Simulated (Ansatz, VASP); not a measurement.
## Al in VASP and in Ansatz

The input INCAR:

```
SYSTEM = Al
  ALGO = Normal
  EDIFF = 1E-6
  ENCUT = 520
  ISIF = 2
  ISMEAR = -1
  LASPH = .TRUE.
  LCHARG = .TRUE.
  LELF = .TRUE.
  LREAL = .FALSE.
  LVHAR = .TRUE.
  LWAVE = .FALSE.
  NBANDS = 8
  NELM = 100
  PREC = Accurate
  SIGMA = 0.1
```

The input KPOINTS:

```
k-points
0
G
  22 22 22
  0 0 0
```

The input POSCAR:

```
Al
1.0
    0.0000000000      2.0433621208      2.0433621208
    2.0433621208      0.0000000000      2.0433621208
    2.0433621208      2.0433621208      0.0000000000
Al
1
Direct
    0.0000000000      0.0000000000      0.0000000000
```

Input for Ansatz:

```yaml
crystal:
  lattice:
    - [0.0, 2.0433621204, 2.0433621204]
    - [2.0433621204, 0.0, 2.0433621204]
    - [2.0433621204, 2.0433621204, 0.0]
  atoms:
    - { symbol: Al, position: [0.0, 0.0, 0.0] }
hamiltonian:
  xc: lda
  pseudopotentials:
    kind: paw
    azcp:
      Al: "pseudopotentials/Al.paw.azcp"
basis:
  ecutwfc: 420
  fft_grid_basis: typed
kpoints:
  mp_grid: { grid: [22, 22, 22], shift: [0, 0, 0] }
magnetization:
  spin_polarized: false
scf:
  occupations: { method: fermi_dirac, width: 0.1 }
output:
  stress: true
```

Alike in both runs: task single point; functional LDA; k mesh 22 × 22 × 22; occupations fermi-dirac, width 0.1 eV; no spin polarisation.

|  | VASP | Ansatz |
| --- | --- | --- |
| version | VASP 6.6.1 | Ansatz 0.2.0 |
| potentials or method | VASP PAW LDA potentials, release 64 (Al), cutoff 520 eV | plane waves (420 eV) with PAW, scalar-relativistic |
| valence electrons in the cell | 3 | 3 |

|  | VASP | Ansatz | Ansatz less VASP |
| --- | --- | --- | --- |
| pressure (GPa) | -5.3 | -5.4 | -0.03 |

Ansatz warns that its potentials were made for another functional, while VASP's fit it. LDA's correlation is that of Perdew and Zunger in VASP and of Perdew and Wang (1992) in Ansatz.
